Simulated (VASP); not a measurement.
# TiAl (P-6m2) in VASP: notebook

The runs below take TiAl through single point, with PBEsol.

Program: VASP 6.6.1. These are calculated values, not measurements. Logs are shortened: lines on timing, memory, paths and dates and some standing lists are left out, and cuts for length are marked.

**1. The cell of the first run**

Symmetry: P-6m2, No. 187, hexagonal system. The conventional cell has a = 2.922 Å, b = 2.922 Å, c = 4.739 Å, α = 90.00°, β = 90.00°, γ = 120.00°. Within 3.8 Å of Ti (site symmetry -6m2) lie 6 Al at 2.91 Å and 6 Ti at 2.92 Å. Al (site symmetry -6m2) has 6 Ti at 2.91 Å and 6 Al at 2.92 Å within 3.8 Å.

**2. Single point, PBEsol, collinear spin (17.52 Å³/atom)**

Input file INCAR:

```
SYSTEM = TiAl
PREC = Accurate
ENCUT = 520
EDIFF = 1E-6
ISMEAR = 0
SIGMA = 0.15
LREAL = .False.
LASPH = .True.
NELM = 150
ALGO = Fast
ISIF = 2
LWAVE = .False.
LCHARG = .False.
ISPIN = 2
MAGMOM = 0.5 0
LORBIT = 11
NUPDOWN = 0.5
LMAXMIX = 4
GGA = PS
NBANDS = 18
```

Input file KPOINTS:

```
regular mesh
0
Gamma
  21 21 12
  0 0 0
```

Input file POSCAR:

```
TiAl
1.0
    2.9215484151      0.0000000000      0.0000000000
   -1.4607742075      2.5301351459      0.0000000000
    0.0000000000      0.0000000000      4.7392337000
Ti Al
1 1
Direct
    0.0000000000      0.0000000000      0.0000000000
    0.3333333333      0.6666666667      0.5000000000
```

Potentials or basis: VASP PAW PBE potentials, release 64 (Ti_sv, Al).

Command:

```bash
cat potpaw_PBE.64/Ti_sv/POTCAR potpaw_PBE.64/Al/POTCAR > POTCAR
mpirun -np 1 vasp_std > vasp.out
```

OUTCAR:

```text
SYSTEM = TiAl
   PREC = Accurate
   ENCUT = 520
   EDIFF = 1E-6
   ISMEAR = 0
   LREAL = .False.
   LASPH = .True.
   NELM = 150
   ISIF = 2
   ISPIN = 2
   LORBIT = 11
   NUPDOWN = 0.5
   GGA = PS

 ion  position               nearest neighbor table
   1  0.000  0.000  0.000-   2 2.91   2 2.91   2 2.91   2 2.91   2 2.91   2 2.91
   2  0.333  0.667  0.500-   1 2.91   1 2.91   1 2.91   1 2.91   1 2.91   1 2.91

  LATTYP: Found a hexagonal cell.
 ALAT       =     2.9215484151
 C/A-ratio  =     1.6221650394

  Lattice vectors:

 A1 = (   2.9215484151,   0.0000000000,   0.0000000000)
 A2 = (  -1.4607742075,   2.5301351459,   0.0000000000)
 A3 = (   0.0000000000,   0.0000000000,   4.7392337000)

Analysis of symmetry for initial positions (statically):
=====================================================================
 Subroutine PRICEL returns:
 Original cell was already a primitive cell.

 Routine SETGRP: Setting up the symmetry group for a
 hexagonal supercell.

 Subroutine GETGRP returns: Found 12 space group operations
 (whereof 12 operations were pure point group operations)
 out of a pool of 24 trial point group operations.

The static configuration has the point symmetry D_3h.

Analysis of symmetry for dynamics (positions and initial velocities):
=====================================================================
 Subroutine PRICEL returns:
 Original cell was already a primitive cell.

 Routine SETGRP: Setting up the symmetry group for a
 hexagonal supercell.

 Subroutine GETGRP returns: Found 12 space group operations
 (whereof 12 operations were pure point group operations)
 out of a pool of 24 trial point group operations.

The dynamic configuration has the point symmetry D_3h.

Analysis of structural, dynamic, and magnetic symmetry:
=====================================================================
 Subroutine PRICEL returns:
 Original cell was already a primitive cell.

 Routine SETGRP: Setting up the symmetry group for a
 hexagonal supercell.

 Subroutine GETGRP returns: Found 12 space group operations
 (whereof 12 operations were pure point group operations)
 out of a pool of 24 trial point group operations.

The overall configuration has the point symmetry D_3h.

 Subroutine INISYM returns: Found 12 space group operations
 (whereof 12 operations are pure point group operations),
 and found     1 'primitive' translations

----------------------------------------------------------------------------------------

                                     Primitive cell

  volume of cell :      35.0320

  direct lattice vectors                    reciprocal lattice vectors
     2.921548415  0.000000000  0.000000000     0.342284247  0.197617902  0.000000000
    -1.460774208  2.530135146  0.000000000     0.000000000  0.395235805  0.000000000
     0.000000000  0.000000000  4.739233700     0.000000000  0.000000000  0.211004577

  length of vectors
     2.921548415  2.921548415  4.739233700     0.395235805  0.395235805  0.211004577

  position of ions in fractional coordinates (direct lattice)
     0.000000000  0.000000000  0.000000000
     0.333333333  0.666666667  0.500000000

  ion indices of the primitive-cell ions
   primitive index   ion index
                 1           1
                 2           2

----------------------------------------------------------------------------------------

 KPOINTS: regular mesh

Automatic generation of k-mesh.
 Grid dimensions read from file:
 generate k-points for:   21   21   12

 Generating k-lattice:

  Cartesian coordinates                     Fractional coordinates (reciprocal lattice)
     0.016299250  0.009410376  0.000000000     0.047619048  0.000000000  0.000000000
     0.000000000  0.018820753  0.000000000     0.000000000  0.047619048  0.000000000
     0.000000000  0.000000000  0.017583715     0.000000000  0.000000000  0.083333333

  Length of vectors
     0.018820753  0.018820753  0.017583715

  Shift w.r.t. Gamma in fractional coordinates (k-lattice)
     0.000000000  0.000000000  0.000000000

 Subroutine IBZKPT returns following result:
 ===========================================

 Found    336 irreducible k-points:

 Following reciprocal coordinates:
            Coordinates               Weight
  0.000000  0.000000  0.000000      1.000000
  0.047619 -0.000000  0.000000      6.000000
  0.095238  0.000000  0.000000      6.000000
  0.142857  0.000000  0.000000      6.000000
  0.190476  0.000000  0.000000      6.000000
  0.238095  0.000000  0.000000      6.000000
[... 16 lines left out ...]
  0.142857  0.095238  0.000000     12.000000
  0.190476  0.095238  0.000000     12.000000
 [... further k-points ...]
   k-points           NKPTS =    336   k-points in BZ     NKDIM =    336   number of bands    NBANDS=     18
   number of dos      NEDOS =    301   number of ions     NIONS =      2
   total plane-waves  NPLWV =  20736
   dimension x,y,z NGX =    24 NGY =   24 NGZ =   36
   dimension x,y,z NGXF=    48 NGYF=   48 NGZF=   72
   ions per type =               1   1
   NGX,Y,Z   is equivalent  to a cutoff of  13.66, 13.66, 12.63 a.u.
   NGXF,Y,Z  is equivalent  to a cutoff of  27.31, 27.31, 25.26 a.u.
 SYSTEM =  TiAl
   PREC   = accura    normal or accurate (medium, high low for compatibility)
   ISTART =      0    job   : 0-new  1-cont  2-samecut
   ICHARG =      2    charge: 1-file 2-atom 10-const
   ISPIN  =      2    spin polarized calculation?
   LNONCOLLINEAR =      F non collinear calculations
   LSORBIT =      F    spin-orbit coupling
   LASPH  =      T    aspherical Exc in radial PAW
   ENCUT  =  520.0 eV  38.22 Ry    6.18 a.u.   5.43  5.43  8.81*2*pi/ulx,y,z
   NELM   =    150;   NELMIN=  2; NELMDL= -5     # of ELM steps
   EDIFF  = 0.1E-05   stopping-criterion for ELM
   LREAL  =      F    real-space projection
   EDIFFG = 0.1E-04   stopping-criterion for IOM
   NSW    =      0    number of steps for IOM
   IBRION =     -1    ionic relax: 0-MD 1-quasi-New 2-CG
   NFREE  =      0    steps in history (QN), initial steepest desc. (CG)
   ISIF   =      2    stress and relaxation
   ISYM   =      2    0-nonsym 1-usesym 2-fastsym
   POTIM  = 0.5000    time-step for ionic-motion
   TEBEG  =    0.0;   TEEND  =   0.0 temperature during run
   PSTRESS=    0.0 pullay stress
   NELECT =      15.0000    total number of electrons
   NUPDOWN=       0.5000    fix difference up-down
   EMIN   =  10.00;   EMAX   =-10.00  energy-range for DOS
   EFERMI =   0.00;   METHOD = LEGACY
   ISMEAR =     0;   SIGMA  =   0.15  broadening in eV -4-tet -1-fermi 0-gaus
   EFERMI_NEDOS =   21; number of points for ismear=-14 and -15
   IALGO  =     68    algorithm
   IMIX   =      4    mixing-type and parameters
     AMIX     =   0.40;   BMIX     =  1.00
     AMIX_MAG =   1.60;   BMIX_MAG =  1.00
  volume/ion in A,a.u.               =      17.52       118.20
  Fermi-wavevector in a.u.,A,eV,Ry     =   1.233910  2.331752 20.715343  1.522535
  Thomas-Fermi vector in A             =   2.368622
   LORBIT       =     11    0 simple, 1 ext, 2 COOP (PROOUT), +10 PAW based schemes
   GGA     = PS    functional components
   LHFCALC =     F    Hartree Fock is set to
   AEXX    =    0.0000 exact exchange contribution
   IVDW    =     0    specifies the selected vdW correction
   LEPSILON=     F    determine dielectric tensor
   LRPA    =     F    only Hartree local field effects (RPA)
 spin polarized calculation
 RMM-DIIS sequential band-by-band and
 Gauss-broadening in eV      SIGMA  =   0.15
  energy-cutoff  :      520.00
  volume of cell :       35.03
 maximum number of plane-waves:       968
 NGX is ok and might be reduce to    24
   NGX = 11   NGY = 11   NGZ = 17

 number of electron      14.9999996 magnetization       0.5000000

 Free energy of the ion-electron system (eV)
  ---------------------------------------------------
  ext. energy  EPLUGINS =         0.00000000
  ---------------------------------------------------
  free energy    TOTEN  =       -12.87516804 eV

  energy without entropy =      -12.84993927  energy(sigma->0) =      -12.86255365

 E-fermi :   7.2659     XC(G=0): -10.8152

 val. band max:        7.3564578521   @ k =   0.2381   0.1905   0.4167
 cond. band min:       7.2663808539   @ k =   0.2857   0.1429   0.1667
 fundamental gap:     -0.0900769982
 Fermi energy:         7.3567827601

 spin component 1

 k-point     1 :       0.0000    0.0000    0.0000
  band No.  band energies     occupation
      1     -49.2633      1.00000
      2     -25.6605      1.00000
      3     -25.3165      1.00000
      4     -25.3165      1.00000
      5      -1.4520      1.00000
      6       4.8638      1.00000
[... 10 lines left out ...]
     17      20.7449      0.00000
     18      23.8197      0.00000
[... 463 lines left out ...]
 k-point    24 :       0.1905    0.0952    0.0000
  band No.  band energies     occupation
      1     -49.2242      1.00000
      2     -25.6212      1.00000
      3     -25.5579      1.00000
      4     -25.3845      1.00000
      5       0.0348      1.00000
      6       5.6301      1.00000
[... 10 lines left out ...]
     17      21.8869      0.00000
     18      22.8155      0.00000

 [... further k-points ...]

 spin component 2

 k-point     1 :       0.0000    0.0000    0.0000
  band No.  band energies     occupation
      1     -48.9964      1.00000
      2     -25.4239      1.00000
      3     -25.0327      1.00000
      4     -25.0327      1.00000
      5      -1.3387      1.00000
      6       5.2405      1.00000
[... 10 lines left out ...]
     17      21.0655      0.00000
     18      23.9359      0.00000
[... 463 lines left out ...]
 k-point    24 :       0.1905    0.0952    0.0000
  band No.  band energies     occupation
      1     -48.9577      1.00000
      2     -25.3847      1.00000
      3     -25.2713      1.00000
      4     -25.1000      1.00000
      5       0.1447      1.00000
      6       5.7964      1.00000
[... 10 lines left out ...]
     17      22.0316      0.00000
     18      23.0485      0.00000

 [... further k-points ...]

------------------------ aborting loop because EDIFF is reached ----------------------------------------

  FORCE on cell =-STRESS in cart. coord.  units (eV):
  Direction    XX          YY          ZZ          XY          YZ          ZX
  --------------------------------------------------------------------------------------
  -------------------------------------------------------------------------------------
  Total       -1.4322676     -1.4322676     -1.9229828     -0.0000000      0.0000000      0.0000000
  in kB      -65.5043021    -65.5043021    -87.9470040     -0.0000000      0.0000000      0.0000000
  external PRESSURE =     -72.9852027 kB  Pullay stress =       0.0000000 kB

 VOLUME and BASIS-vectors are now :
 -----------------------------------------------------------------------------
  energy-cutoff  :      520.00
  volume of cell :       35.03
      direct lattice vectors                 reciprocal lattice vectors
     2.921548415  0.000000000  0.000000000     0.342284247  0.197617902  0.000000000
    -1.460774208  2.530135146  0.000000000     0.000000000  0.395235805  0.000000000
     0.000000000  0.000000000  4.739233700     0.000000000  0.000000000  0.211004577

 POSITION                                       TOTAL-FORCE (eV/Angst)
 -----------------------------------------------------------------------------------
      0.00000      0.00000      0.00000        -0.000000      0.000000      0.000000
     -0.00000      1.68676      2.36962         0.000000      0.000000      0.000000
 -----------------------------------------------------------------------------------
    total drift:                                0.000000     -0.000000      0.000000

  FREE ENERGIE OF THE ION-ELECTRON SYSTEM (eV)
  ---------------------------------------------------
  free  energy   TOTEN  =       -12.8751680369 eV

  energy  without entropy=      -12.8499392684  energy(sigma->0) =      -12.86255365

 total charge

# of ion       s       p       d       tot
------------------------------------------
    1        2.210   6.121   1.870  10.201
    2        0.425   0.357   0.000   0.782
--------------------------------------------------
tot          2.635   6.478   1.870  10.982

 magnetization (x)

# of ion       s       p       d       tot
------------------------------------------
    1        0.004   0.026   0.274   0.305
    2       -0.000   0.007   0.000   0.006
--------------------------------------------------
tot          0.004   0.033   0.274   0.311
```

It took 3 min on 1 thread of Intel Xeon 6975P-C (Granite Rapids), shared host; peak memory 0.42 GiB.

What came out:

- Free energy: -12.8752 eV
- Pressure: -7.3 GPa
- Net moment: 0.50 μB per cell
- Site moments: Ti +0.30; Al +0.01 μB
- Valence electrons inside the program's atomic spheres: Ti 10.20; Al 0.78

Caveat: the cell stands under tension; the PAW data sets were made with another functional, which shifts forces and pressure a little; the total moment is fixed, so each spin has its own Fermi level and the state may be an excited one.

**3. Single point, PBEsol, collinear spin (17.52 Å³/atom)**

Input file INCAR:

```
PREC = Accurate ; ENCUT = 520
EDIFF = 1E-6 ; ISMEAR = 0
SIGMA = 0.15 ; LREAL = False
LASPH = True ; NELM = 150
ALGO = Normal ; ISIF = 2
LWAVE = False ; LCHARG = False
ISPIN = 2 ; MAGMOM = 0.75 0
LORBIT = 11 ; NUPDOWN = 0.75
LMAXMIX = 4 ; GGA = PS
NBANDS = 18
```

Input file KPOINTS:

```
regular mesh
0
Gamma
  21 21 12
```

POSCAR is that of step 2.

Potentials or basis: VASP PAW PBE potentials, release 64 (Ti_sv, Al).

Command:

```bash
cat potpaw_PBE.64/Ti_sv/POTCAR potpaw_PBE.64/Al/POTCAR > POTCAR
mpirun -np 1 vasp_std > vasp.out
```

Run time: 2.2 min. Hardware: 1 thread of Intel Xeon 6975P-C (Granite Rapids), shared host; peak memory 0.41 GiB.

Results (log left out):

* Free energy: -12.8567 eV
* Pressure: -7.0 GPa
* Net moment: 0.75 μB per cell
* Site moments: Ti +0.46; Al +0.01 μB
* Valence electrons inside the program's atomic spheres: Ti 10.20; Al 0.78

Stress tensor (GPa, compression positive):
```
-5.93  0.00  0.00
 0.00 -5.93  0.00
 0.00  0.00 -9.20
```

Caveat: the cell stands under tension; the PAW data sets were made with another functional, which shifts forces and pressure a little; the total moment is fixed, so each spin has its own Fermi level and the state may be an excited one.
